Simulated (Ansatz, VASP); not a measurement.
Cd in VASP and in Ansatz

```
Cd
1.0
    -1.75473    1.75473    1.75473
     1.75473   -1.75473    1.75473
     1.75473    1.75473   -1.75473
Cd
1
Direct
  0.00000 0.00000 0.00000
```

Alike in both runs: task single point; functional PBE; k mesh 8 × 8 × 8; occupations gaussian, width 0.05 eV; no spin polarisation.

```csv
,VASP,Ansatz
version,VASP 6.6.1,Ansatz 0.2.0
potentials or method,"VASP PAW PBE potentials, release 64 (Cd), cutoff 520 eV","scalar-relativistic, plane waves, PAW"
valence electrons in the cell,12,20
```

```tsv
	VASP	Ansatz	Ansatz less VASP
pressure (GPa)	3.5	3.1	-0.30
```

VASP's potentials hold 12 valence electrons a cell and Ansatz's 20, so a difference there can come from the potentials and not from the codes.
